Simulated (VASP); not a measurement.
CuO:

```
Cu O
1.0
     2.34465   -1.71340    0.00000
     2.34465    1.71340    0.00000
    -0.86055    0.00000    5.05944
Cu O
2 2
Direct
  0.49680 0.00320 0.50000
  0.00320 0.49680 0.00000
  0.40560 0.57140 0.75370
  0.57140 0.40560 0.25370
```

Base run:

| Quantity | Value |
| --- | --- |
| Program | VASP 6.6.1 |
| Functional | PBEsol |
| Potentials or basis | VASP PAW PBE potentials, release 64 (Cu_sv_GW, O) |
| Cutoff | 820 eV |
| k mesh | 10 × 10 × 5 |
| Occupations | fermi-dirac, width 0.05 eV |
| Spin | no spin polarisation |
| Hubbard terms | Cu d U = 5.0 eV |

Its results: band gap on the k mesh zero (bands 25 and 26 overlap by 0.62 eV); pressure -4.1 GPa; largest force 0.701 eV/Å.

Task: The run is repeated on the same cell with these changes: hubbard terms from Cu d U = 5.0 eV to Cu d U = 8.0 eV. What comes out?

Result: Band gap on the k mesh zero (bands 25 and 26 overlap by 0.62 eV); pressure -4.9 GPa; largest force 0.674 eV/Å.

Caveats: the cell stands under tension; the PAW data sets were made with another functional, which shifts forces and pressure a little; U without spin polarisation on a metal has little footing.
